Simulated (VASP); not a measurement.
HfIn4SiO6: single point with revPBE

The system is HfIn4SiO6.

```
CELL_PARAMETERS angstrom
5.32167 0.00000 0.00000
-2.66084 4.60870 0.00000
0.00000 0.00000 11.88720
ATOMIC_POSITIONS crystal
Hf 0.00000 0.00000 0.00000
In 0.33333 0.66667 0.27193
In 0.33333 0.66667 0.72807
In 0.66667 0.33333 0.81219
In 0.66667 0.33333 0.18781
Si 0.33333 0.66667 0.00000
O 0.30443 0.37132 0.91045
O 0.62868 0.69557 0.08955
O 0.62868 0.93311 0.91045
O 0.06689 0.37132 0.08955
O 0.06689 0.69557 0.91045
O 0.30443 0.93311 0.08955
```

- Program: VASP 6.6.1
- Task: single point
- Functional: revPBE
- Potentials or basis: VASP PAW PBE potentials, release 64 (Hf_pv, In_d, Si, O)
- Cutoff: 520 eV
- k mesh: 4 × 4 × 2
- Occupations: fermi-dirac, width 0.05 eV
- Spin: no spin polarisation
- Dipole correction: no
- Further INCAR settings: ALGO = Normal; EDIFF = 1e-06; NBANDS = 63

```yaml
Pressure: -0.4 GPa
Largest_force: 0.142 eV/Å
Band_gap_on_the_k_mesh: 0.76 eV, indirect (least direct gap 1.93 eV)
```

Forces in eV/Å, atoms in the order of the input:
```
Hf   0.000  0.000  0.000
In   0.000  0.000  0.017
In   0.000  0.000 -0.017
In   0.000  0.000 -0.025
In   0.000  0.000  0.025
Si   0.000  0.000  0.000
O   -0.040 -0.111  0.080
O    0.076  0.090 -0.080
O    0.116  0.021  0.080
O    0.040 -0.111 -0.080
O   -0.076  0.090  0.080
O   -0.116  0.021 -0.080
```

Stress tensor (GPa, compression positive):
```
-0.44  0.00  0.00
 0.00 -0.44  0.00
 0.00  0.00 -0.23
```

Levels at points of the mesh, in eV from the valence-band top:
```tsv
k point	band 48	band 49	band 50	band 51	band 52	band 53	band 54	band 55
(0.00, 0.00, 0.00)	-2.65	-2.39	-0.57	0.00	1.93	2.07	2.07	2.16
(0.50, 0.00, 0.00)	-2.72	-2.40	-1.75	-1.66	1.28	1.43	1.86	2.16
(0.00, 0.00, 0.50)	-2.65	-2.52	-0.41	-0.08	2.03	2.03	2.21	2.21
(0.50, 0.00, 0.50)	-2.72	-2.48	-1.72	-1.71	1.25	1.49	1.94	2.11
```

It took 5.2 min on 1 thread of Oxide Virtual Turin-like Processor, with other jobs on the host, peak memory 0.42 GiB.

Caveat: the PAW data sets were made with another functional, which shifts forces and pressure a little; spin-orbit coupling is left out, which moves the levels of the heavy elements. A k mesh can miss the band edges.
